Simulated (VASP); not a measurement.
A run of VASP 6.6.1 is set up as follows.

File INCAR:

```
SYSTEM = La
  PREC = Accurate
  ENCUT = 500
  EDIFF = 1E-6
  ISMEAR = -1
  SIGMA = 0.1
  LREAL = .False.
  LASPH = .True.
  NELM = 200
  ALGO = Normal
  ISIF = 2
  LWAVE = .False.
  LCHARG = .True.
  GGA = PE
  LELF = .True.
  LVHAR = .True.
  NBANDS = 12
  GGA_COMPAT = .False.
  LMAXMIX = 6
```

KPOINTS

```
Automatic mesh
0
Gamma
  12 12 12
  0 0 0
```

POSCAR

```
La
1.0
    0.0000000000      2.7544891133      2.7544891133
    2.7544891133      0.0000000000      2.7544891133
    2.7544891133      2.7544891133      0.0000000000
La
1
Direct
    0.0000000000      0.0000000000      0.0000000000
```

Potentials or basis: VASP PAW PBE potentials, release 64 (La).

Command:

```sh
$ cat potpaw_PBE.64/La/POTCAR > POTCAR
$ mpirun -np 1 vasp_std > vasp.out
```

Predict the pressure.

-2.5 GPa.
